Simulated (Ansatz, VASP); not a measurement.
# SnS in VASP and in Ansatz

```
Sn S
1.0
    11.09675    0.00000    0.00000
     0.00000    4.12386    0.00000
     0.00000    0.00000    4.23154
Sn S
4 4
Direct
  0.11858 0.25000 0.11017
  0.38142 0.75000 0.61017
  0.61858 0.25000 0.38983
  0.88142 0.75000 0.88983
  0.85335 0.25000 0.47475
  0.64665 0.75000 0.97475
  0.35335 0.25000 0.02525
  0.14665 0.75000 0.52525
```

Change from the starting cell: strain +0.0350 x Voigt [0, 1, 0, 0, 0, 0], atoms carried along.

Alike in both runs: task single point; functional PBEsol; k mesh 4 × 8 × 6; occupations gaussian, width 0.05 eV; no spin polarisation.

```csv
,VASP,Ansatz
version,VASP 6.6.1,Ansatz 0.2.0
potentials or method,"VASP PAW PBE potentials, release 64 (Sn_d, S), cutoff 500 eV","scalar-relativistic, plane waves, PAW"
valence electrons in the cell,80,80
```

|  | VASP | Ansatz | Ansatz less VASP |
| --- | --- | --- | --- |
| gap on the k mesh at the Fermi level (eV) | 1.06 | 1.07 | +0.006 |
| least direct gap on the mesh (eV) | 1.06 | 1.07 | +0.006 |
| pressure (GPa) | -2.0 | -2.0 | +0.01 |
| traceless stress, the component that is largest in VASP (GPa) | -1.31 | -1.31 | +0.001 |
| rms of the force components (eV/Å) | 0.069 | 0.073 | +0.0045 |

VASP's potentials were made for PBE, not for PBEsol. Atom by atom the forces differ by 0.005 eV/Å (rms over components). With one functional, cell and mesh, what is left measures potentials, basis and numerics.
